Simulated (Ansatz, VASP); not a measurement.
# Cr in VASP and in Ansatz

```
Cr
1.0
    -1.47800    1.47800    1.47800
     1.47800   -1.47800    1.47800
     1.47800    1.47800   -1.47800
Cr
1
Direct
  0.00000 0.00000 0.00000
```

Change from the starting cell: strain +0.025 along x and y, +0.025 along z, atoms carried along.

Alike in both runs: task single point; functional PBEsol; k mesh 24 × 24 × 24; occupations gaussian, width 0.15 eV; no spin polarisation.

|  | VASP | Ansatz |
| --- | --- | --- |
| version | VASP 6.6.1 | Ansatz 0.2.0 |
| potentials or method | VASP PAW PBE potentials, release 64 (Cr_pv), cutoff 520 eV | scalar-relativistic, plane waves, PAW |
| valence electrons in the cell | 12 | 14 |

Ansatz gave:

- gap on the k mesh at the Fermi level (eV): none
- pressure (GPa): -30.3

Q: Estimate VASP's values.

A: gap on the k mesh at the Fermi level (eV): none; pressure (GPa): -30.6.

VASP's potentials were made for PBE, not for PBEsol. A gap of «none» marks a metal or a gap that the smearing closes. Both programs put the cell under strong tension, so it lies far from rest at this level. VASP's potentials hold 12 valence electrons a cell and Ansatz's 14, so a difference there can come from the potentials and not from the codes.

Noted on VASP's run: the cell as given lies far from equilibrium.
